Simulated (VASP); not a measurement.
Crystal: PtSe2.

```
CELL_PARAMETERS angstrom
5.80084 0.00000 0.00000
0.00000 5.80084 0.00000
0.00000 0.00000 4.00861
ATOMIC_POSITIONS crystal
Pt 0.00000 0.00000 0.00000
Pt 0.50000 0.50000 0.50000
Se 0.31010 0.31010 0.00000
Se 0.18990 0.81010 0.50000
Se 0.81010 0.18990 0.50000
Se 0.68990 0.68990 0.00000
```

```yaml
Program: VASP 6.6.1
Task: relaxation of cell and atoms
Functional: PBEsol
Potentials_or_basis: VASP PAW PBE potentials, release 64 (Pt, Se)
Cutoff: 600 eV
k_mesh: 4 × 4 × 6
Occupations: fermi-dirac, width 0.02 eV
Spin: no spin polarisation
```

At the start: pressure -4.4 GPa; volume 22.48 Å³/atom.

Task: Where does the relaxation end?

Result: Over 10 steps the energy falls by 13.6 meV/atom and the volume is 21.51 Å³/atom (-4.3 %); space group P4_2/mnm (No. 136, to 0.1 Å) before and after.

Step by step:
```tsv
step	energy change (eV)	largest force (eV/Å)	pressure (GPa)	volume (Å³)
1	0.0000	0.0581	-4.37	134.89
2	0.0451	0.2949	6.43	123.27
3	-0.0774	0.0778	-0.10	129.54
4	-0.0774	0.0809	-0.01	129.44
5	-0.0811	0.0140	0.03	129.12
6	-0.0815	0.0191	0.07	128.96
7	-0.0815	0.0170	0.06	128.97
8	-0.0815	0.0131	-0.08	129.13
9	-0.0815	0.0137	-0.06	129.10
10	-0.0816	0.0025	-0.01	129.05
```

Final structure:
```
Pt Se
1.0
     5.69895    0.00000    0.00000
     0.00000    5.69895    0.00000
     0.00000    0.00000    3.97341
Pt Se
2 4
Direct
  0.00000 0.00000 0.00000
  0.50000 0.50000 0.50000
  0.30986 0.30986 0.00000
  0.19014 0.80986 0.50000
  0.80986 0.19014 0.50000
  0.69014 0.69014 0.00000
```

Caveat: the structure was generated, so it needn't be the stable form of PtSe2; the PAW data sets were made with another functional, which shifts forces and pressure a little.
